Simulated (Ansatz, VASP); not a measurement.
## Two plane-wave programs on PtSe

```xyz
2
Lattice="0.0000 3.0374 3.0374 3.0374 0.0000 3.0374 3.0374 3.0374 0.0000" Properties=species:S:1:pos:R:3 pbc="T T T"
Pt    0.0000    0.0000    0.0000
Se    1.5187    1.5187    1.5187
```

Alike in both runs: task relaxation of cell and atoms; functional r2SCAN; dispersion rVV10; k mesh 8 × 8 × 8; occupations fermi-dirac, width 0.05 eV; no spin polarisation.

```csv
,VASP,Ansatz
version,VASP 6.6.1,Ansatz 0.2.0
potentials or method,"VASP PAW PBE potentials, release 64 (Pt, Se)",Ansatz PAW
plane-wave cutoff (eV),600,500
valence electrons in the cell,16,34
```

Ansatz gave:

| Property | Result |
| --- | --- |
| gap on the k mesh at the Fermi level, each at its own relaxed structure (eV) | none |
| relaxed volume (Å³/atom) | 22.18 |
| relaxed cell length with the largest relative difference (Å) | 3.973 |

**Question.** Which values does VASP return?

**Answer.** gap on the k mesh at the Fermi level, each at its own relaxed structure (eV): none; relaxed volume (Å³/atom): 22.25; relaxed cell length with the largest relative difference (Å): 3.978.

VASP's potentials were made for PBE, not for r2SCAN. A gap of «none» marks a metal or a gap that the smearing closes. VASP's potentials hold 16 valence electrons a cell and Ansatz's 34, so a difference there can come from the potentials and not from the codes.

Spin-orbit coupling is off throughout. Noted on VASP's run: the volume moved by over 15 % at a fixed basis, so the end points are rough. Noted on Ansatz's run: the volume moved by over 15 % at a fixed basis, so the end points are rough; the plane-wave basis is chosen anew once the cell has moved, so the energies of steps on either side of that aren't comparable.
